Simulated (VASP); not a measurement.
**MgO: single point with PBEsol**

Crystal: MgO.

```xyz
4
Lattice="3.2579 0.0000 0.0000 -1.6290 2.8215 0.0000 0.0000 0.0000 3.9367" Properties=species:S:1:pos:R:3 pbc="T T T"
Mg    0.0000    1.8810   -0.1878
Mg    1.6290    0.9405    1.7806
O     0.0000    1.8810    1.7806
O     1.6290    0.9405    3.7490
```

* Program: VASP 6.6.1
* Task: single point
* Functional: PBEsol
* Potentials or basis: VASP PAW PBE potentials, release 64 (Mg, O)
* Cutoff: 520 eV
* k mesh: 8 × 8 × 5
* Occupations: gaussian, width 0.01 eV
* Spin: no spin polarisation

The pressure is 40.4 GPa and the band gap on the k mesh is 4.33 eV.

Stress tensor (GPa, compression positive):
```
40.44  0.00  0.00
 0.00 40.44  0.00
 0.00  0.00 40.18
```

Levels at points of the mesh, in eV from the valence-band top:
| k point | band 5 | band 6 | band 7 | band 8 | band 9 | band 10 | band 11 | band 12 |
| --- | --- | --- | --- | --- | --- | --- | --- | --- |
| (0.00, 0.00, 0.00) | -2.17 | -1.13 | -1.13 | 0.00 | 4.33 | 10.99 | 13.63 | 13.84 |
| (0.50, 0.00, 0.00) | -2.87 | -2.36 | -1.66 | -0.69 | 7.41 | 10.14 | 11.09 | 13.50 |

Run time: 16 s on 1 thread of Intel Xeon 8259CL, with other jobs on the host, peak memory 0.15 GiB.

Caveat: the cell stands under pressure; the PAW data sets were made with another functional, which shifts forces and pressure a little.
